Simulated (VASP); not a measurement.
# KPd3 (Fm-3m) in VASP: single point with PBE

Aim: the single point of KPd3 with PBE.

Program: VASP 6.6.1. These are calculated values, not measurements. Logs are shortened: lines on timing, memory, paths and dates and some standing lists are left out, and cuts for length are marked.

### 1 The cell of the first run

The structure is cubic, space group Fm-3m (No. 225). The conventional cell has a = 7.553 Å, b = 7.553 Å, c = 7.553 Å, α = 90.00°, β = 90.00°, γ = 90.00°. K (site symmetry m-3m) has 14 Pd at 3.27 to 3.78 Å within 4.3 Å. Pd (site symmetry -43m) has 4 K at 3.27 Å and 10 Pd at 3.27 to 3.78 Å within 4.3 Å. Pd (site symmetry m-3m) has 8 Pd at 3.27 Å and 6 K at 3.78 Å within 4.3 Å.

### 2 Single point, PBE

INCAR reads:

```
SYSTEM = KPd3
PREC = Accurate
ENCUT = 520
EDIFF = 1E-6
ISMEAR = 0
SIGMA = 0.1
LREAL = .False.
LASPH = .True.
NELM = 60
ALGO = Normal
ISIF = 2
LWAVE = .False.
LCHARG = .False.
GGA = PE
NBANDS = 28
```

KPOINTS reads:

```
Automatic mesh
0
Gamma
  4 4 4
  0 0 0
```

POSCAR reads:

```
KPd3
1.0
    0.0000000000      3.7764201600      3.7764201600
    3.7764201600      0.0000000000      3.7764201600
    3.7764201600      3.7764201600      0.0000000000
K Pd
1 3
Direct
    0.0000000000      0.0000000000      0.0000000000
    0.2500000000      0.2500000000      0.2500000000
    0.7500000000      0.7500000000      0.7500000000
    0.5000000000      0.5000000000      0.5000000000
```

Potentials or basis: VASP PAW PBE potentials, release 64 (K_sv, Pd).

Command:

```bash
cat potpaw_PBE.64/K_sv/POTCAR potpaw_PBE.64/Pd/POTCAR > POTCAR
mpirun -np 1 vasp_std > vasp.out
```

OUTCAR:

```text
SYSTEM = KPd3
   PREC = Accurate
   ENCUT = 520
   EDIFF = 1E-6
   ISMEAR = 0
   LREAL = .False.
   LASPH = .True.
   NELM = 60
   ISIF = 2
   GGA = PE

 ion  position               nearest neighbor table
   1  0.000  0.000  0.000-   3 3.27   3 3.27   3 3.27   2 3.27   3 3.27   2 3.27   2 3.27   2 3.27

   2  0.250  0.250  0.250-   1 3.27   1 3.27   1 3.27   1 3.27   4 3.27   4 3.27   4 3.27   4 3.27

   3  0.750  0.750  0.750-   4 3.27   4 3.27   4 3.27   1 3.27   4 3.27   1 3.27   1 3.27   1 3.27

   4  0.500  0.500  0.500-   2 3.27   2 3.27   2 3.27   2 3.27   3 3.27   3 3.27   3 3.27   3 3.27

  LATTYP: Found a face centered cubic cell.
 ALAT       =     7.5528403200

  Lattice vectors:

 A1 = (   0.0000000000,   3.7764201600,   3.7764201600)
 A2 = (   3.7764201600,   0.0000000000,   3.7764201600)
 A3 = (   3.7764201600,   3.7764201600,   0.0000000000)

Analysis of symmetry for initial positions (statically):
=====================================================================
 Subroutine PRICEL returns:
 Original cell was already a primitive cell.

 Routine SETGRP: Setting up the symmetry group for a
 face centered cubic supercell.

 Subroutine GETGRP returns: Found 48 space group operations
 (whereof 48 operations were pure point group operations)
 out of a pool of 48 trial point group operations.

The static configuration has the point symmetry O_h .

Analysis of symmetry for dynamics (positions and initial velocities):
=====================================================================
 Subroutine PRICEL returns:
 Original cell was already a primitive cell.

 Routine SETGRP: Setting up the symmetry group for a
 face centered cubic supercell.

 Subroutine GETGRP returns: Found 48 space group operations
 (whereof 48 operations were pure point group operations)
 out of a pool of 48 trial point group operations.

The dynamic configuration has the point symmetry O_h .

 Subroutine INISYM returns: Found 48 space group operations
 (whereof 48 operations are pure point group operations),
 and found     1 'primitive' translations

----------------------------------------------------------------------------------------

                                     Primitive cell

  volume of cell :     107.7137

  direct lattice vectors                    reciprocal lattice vectors
     0.000000000  3.776420160  3.776420160    -0.132400522  0.132400522  0.132400522
     3.776420160  0.000000000  3.776420160     0.132400522 -0.132400522  0.132400522
     3.776420160  3.776420160  0.000000000     0.132400522  0.132400522 -0.132400522

  length of vectors
     5.340664607  5.340664607  5.340664607     0.229324431  0.229324431  0.229324431

  position of ions in fractional coordinates (direct lattice)
     0.000000000  0.000000000  0.000000000
     0.250000000  0.250000000  0.250000000
     0.750000000  0.750000000  0.750000000
     0.500000000  0.500000000  0.500000000

  ion indices of the primitive-cell ions
   primitive index   ion index
                 1           1
                 2           2
                 3           3
                 4           4

----------------------------------------------------------------------------------------

 KPOINTS: Automatic mesh

Automatic generation of k-mesh.
 Grid dimensions read from file:
 generate k-points for:    4    4    4

 Generating k-lattice:

  Cartesian coordinates                     Fractional coordinates (reciprocal lattice)
    -0.033100130  0.033100130  0.033100130     0.250000000  0.000000000  0.000000000
     0.033100130 -0.033100130  0.033100130     0.000000000  0.250000000  0.000000000
     0.033100130  0.033100130 -0.033100130     0.000000000  0.000000000  0.250000000

  Length of vectors
     0.057331108  0.057331108  0.057331108

  Shift w.r.t. Gamma in fractional coordinates (k-lattice)
     0.000000000  0.000000000  0.000000000

 Subroutine IBZKPT returns following result:
 ===========================================

 Found      8 irreducible k-points:

 Following reciprocal coordinates:
            Coordinates               Weight
  0.000000  0.000000  0.000000      1.000000
  0.250000  0.000000  0.000000      8.000000
  0.500000  0.000000  0.000000      4.000000
  0.250000  0.250000  0.000000      6.000000
  0.500000  0.250000  0.000000     24.000000
 -0.250000  0.250000  0.000000     12.000000
  0.500000  0.500000  0.000000      3.000000
 -0.250000  0.500000  0.250000      6.000000
   k-points           NKPTS =      8   k-points in BZ     NKDIM =      8   number of bands    NBANDS=     28
   number of dos      NEDOS =    301   number of ions     NIONS =      4
   total plane-waves  NPLWV =  64000
   dimension x,y,z NGX =    40 NGY =   40 NGZ =   40
   dimension x,y,z NGXF=    80 NGYF=   80 NGZF=   80
   ions per type =               1   3
   NGX,Y,Z   is equivalent  to a cutoff of  12.45, 12.45, 12.45 a.u.
   NGXF,Y,Z  is equivalent  to a cutoff of  24.90, 24.90, 24.90 a.u.
 SYSTEM =  KPd3
   PREC   = accura    normal or accurate (medium, high low for compatibility)
   ISTART =      0    job   : 0-new  1-cont  2-samecut
   ICHARG =      2    charge: 1-file 2-atom 10-const
   ISPIN  =      1    spin polarized calculation?
   LNONCOLLINEAR =      F non collinear calculations
   LSORBIT =      F    spin-orbit coupling
   LASPH  =      T    aspherical Exc in radial PAW
   ENCUT  =  520.0 eV  38.22 Ry    6.18 a.u.   9.93  9.93  9.93*2*pi/ulx,y,z
   NELM   =     60;   NELMIN=  2; NELMDL= -5     # of ELM steps
   EDIFF  = 0.1E-05   stopping-criterion for ELM
   LREAL  =      F    real-space projection
   EDIFFG = 0.1E-04   stopping-criterion for IOM
   NSW    =      0    number of steps for IOM
   IBRION =     -1    ionic relax: 0-MD 1-quasi-New 2-CG
   NFREE  =      0    steps in history (QN), initial steepest desc. (CG)
   ISIF   =      2    stress and relaxation
   ISYM   =      2    0-nonsym 1-usesym 2-fastsym
   POTIM  = 0.5000    time-step for ionic-motion
   TEBEG  =    0.0;   TEEND  =   0.0 temperature during run
   PSTRESS=    0.0 pullay stress
   NELECT =      39.0000    total number of electrons
   NUPDOWN=      -1.0000    fix difference up-down
   EMIN   =  10.00;   EMAX   =-10.00  energy-range for DOS
   EFERMI =   0.00;   METHOD = LEGACY
   ISMEAR =     0;   SIGMA  =   0.10  broadening in eV -4-tet -1-fermi 0-gaus
   EFERMI_NEDOS =   21; number of points for ismear=-14 and -15
   IALGO  =     38    algorithm
   IMIX   =      4    mixing-type and parameters
     AMIX     =   0.40;   BMIX     =  1.00
     AMIX_MAG =   1.60;   BMIX_MAG =  1.00
  volume/ion in A,a.u.               =      26.93       181.72
  Fermi-wavevector in a.u.,A,eV,Ry     =   1.166826  2.204981 18.524096  1.361483
  Thomas-Fermi vector in A             =   2.303334
   LORBIT       =      0    0 simple, 1 ext, 2 COOP (PROOUT), +10 PAW based schemes
   GGA     = PE    functional components
   LHFCALC =     F    Hartree Fock is set to
   AEXX    =    0.0000 exact exchange contribution
   IVDW    =     0    specifies the selected vdW correction
   LEPSILON=     F    determine dielectric tensor
   LRPA    =     F    only Hartree local field effects (RPA)
 non-spin polarized calculation
 Gauss-broadening in eV      SIGMA  =   0.10
  energy-cutoff  :      520.00
  volume of cell :      107.71
 maximum number of plane-waves:      2914
   NGX = 19   NGY = 19   NGZ = 19

 number of electron      38.9999996 magnetization

 Free energy of the ion-electron system (eV)
  ---------------------------------------------------
  ext. energy  EPLUGINS =         0.00000000
  ---------------------------------------------------
  free energy    TOTEN  =       -13.84808587 eV

  energy without entropy =      -13.81270725  energy(sigma->0) =      -13.83039656

 E-fermi :   2.2082     XC(G=0):  -9.4187

 val. band max:        2.2078572941   @ k =  -0.2500   0.5000   0.2500
 cond. band min:       2.2510912021   @ k =   0.5000   0.2500   0.0000
 fundamental gap:      0.0432339080
 Fermi energy:         2.2081846929

 k-point     1 :       0.0000    0.0000    0.0000
  band No.  band energies     occupation
      1     -26.9385      2.00000
      2     -10.4816      2.00000
      3     -10.4816      2.00000
      4     -10.4816      2.00000
      5      -0.9341      2.00000
      6       0.5239      2.00000
[... 20 lines left out ...]
     27       8.8687      0.00000
     28       9.2500      0.00000

 k-point     2 :       0.2500    0.0000    0.0000
  band No.  band energies     occupation
      1     -26.9381      2.00000
      2     -10.4958      2.00000
      3     -10.4830      2.00000
      4     -10.4830      2.00000
      5      -0.3826      2.00000
      6       0.6988      2.00000
[... 20 lines left out ...]
     27       9.3326      0.00000
     28      10.3006      0.00000

 k-point     3 :       0.5000    0.0000    0.0000
  band No.  band energies     occupation
      1     -26.9376      2.00000
      2     -10.5096      2.00000
      3     -10.4844      2.00000
      4     -10.4844      2.00000
      5       0.5017      2.00000
      6       0.8241      2.00000
[... 20 lines left out ...]
     27       9.0016      0.00000
     28       9.8940      0.00000

 k-point     4 :       0.2500    0.2500    0.0000
  band No.  band energies     occupation
      1     -26.9379      2.00000
      2     -10.4972      2.00000
      3     -10.4845      2.00000
      4     -10.4845      2.00000
      5      -0.2054      2.00000
      6       0.7196      2.00000
[... 20 lines left out ...]
     27      10.3236      0.00000
     28      10.5320      0.00000

 k-point     5 :       0.5000    0.2500    0.0000
  band No.  band energies     occupation
      1     -26.9374      2.00000
      2     -10.5046      2.00000
      3     -10.4908      2.00000
      4     -10.4859      2.00000
      5       0.4895      2.00000
      6       0.5855      2.00000
[... 20 lines left out ...]
     27       9.6890      0.00000
     28      10.1070      0.00000

 k-point     6 :      -0.2500    0.2500    0.0000
  band No.  band energies     occupation
      1     -26.9376      2.00000
      2     -10.5012      2.00000
      3     -10.4915      2.00000
      4     -10.4844      2.00000
      5       0.2461      2.00000
      6       0.6917      2.00000
[... 20 lines left out ...]
     27       9.7523      0.00000
     28      10.3574      0.00000

 k-point     7 :       0.5000    0.5000    0.0000
  band No.  band energies     occupation
      1     -26.9373      2.00000
      2     -10.5096      2.00000
      3     -10.4873      2.00000
      4     -10.4873      2.00000
      5       0.4018      2.00000
      6       0.4585      2.00000
[... 20 lines left out ...]
     27       9.9412      0.00000
     28      10.1312      0.00000

 k-point     8 :      -0.2500    0.5000    0.2500
  band No.  band energies     occupation
      1     -26.9373      2.00000
      2     -10.4984      2.00000
      3     -10.4984      2.00000
      4     -10.4885      2.00000
      5       0.5724      2.00000
      6       0.5724      2.00000
[... 20 lines left out ...]
     27       9.9834      0.00000
     28      10.2100      0.00000

------------------------ aborting loop because EDIFF is reached ----------------------------------------

  FORCE on cell =-STRESS in cart. coord.  units (eV):
  Direction    XX          YY          ZZ          XY          YZ          ZX
  --------------------------------------------------------------------------------------
  -------------------------------------------------------------------------------------
  Total       -6.1871514     -6.1871514     -6.1871514      0.0000000     -0.0000000      0.0000000
  in kB      -92.0302088    -92.0302088    -92.0302088      0.0000000     -0.0000000      0.0000000
  external PRESSURE =     -92.0302088 kB  Pullay stress =       0.0000000 kB

 VOLUME and BASIS-vectors are now :
 -----------------------------------------------------------------------------
  energy-cutoff  :      520.00
  volume of cell :      107.71
      direct lattice vectors                 reciprocal lattice vectors
     0.000000000  3.776420160  3.776420160    -0.132400522  0.132400522  0.132400522
     3.776420160  0.000000000  3.776420160     0.132400522 -0.132400522  0.132400522
     3.776420160  3.776420160  0.000000000     0.132400522  0.132400522 -0.132400522

 POSITION                                       TOTAL-FORCE (eV/Angst)
 -----------------------------------------------------------------------------------
      0.00000      0.00000      0.00000         0.000000      0.000000      0.000000
      1.88821      1.88821      1.88821        -0.000000     -0.000000     -0.000000
      5.66463      5.66463      5.66463         0.000000      0.000000      0.000000
      3.77642      3.77642      3.77642         0.000000      0.000000      0.000000
 -----------------------------------------------------------------------------------
    total drift:                               -0.000000      0.000000      0.000000

  FREE ENERGIE OF THE ION-ELECTRON SYSTEM (eV)
  ---------------------------------------------------
  free  energy   TOTEN  =       -13.8480858725 eV

  energy  without entropy=      -13.8127072455  energy(sigma->0) =      -13.83039656
```

It took 12 s on 1 thread of Intel Xeon 6975P-C (Granite Rapids), shared host; peak memory 0.23 GiB.

What came out:

```
Free energy : -13.8481 eV
Pressure    : -9.2 GPa
```

Levels at points of the mesh, in eV from the Fermi level:
| k point | band 16 | band 17 | band 18 | band 19 | band 20 | band 21 | band 22 | band 23 | band 24 | band 25 |
| --- | --- | --- | --- | --- | --- | --- | --- | --- | --- | --- |
| (0.00, 0.00, 0.00) | -0.31 | -0.31 | -0.31 | -0.20 | -0.20 | 4.67 | 4.67 | 4.67 | 4.94 | 6.66 |
| (0.50, 0.00, 0.00) | -0.51 | -0.35 | -0.35 | -0.12 | -0.12 | 0.46 | 4.11 | 4.11 | 5.14 | 6.17 |
| (0.50, 0.50, 0.00) | -0.40 | -0.22 | -0.12 | -0.12 | 0.60 | 0.74 | 2.83 | 2.83 | 2.92 | 6.30 |

Caveat: the k points lie up to 0.36 Å⁻¹ apart.
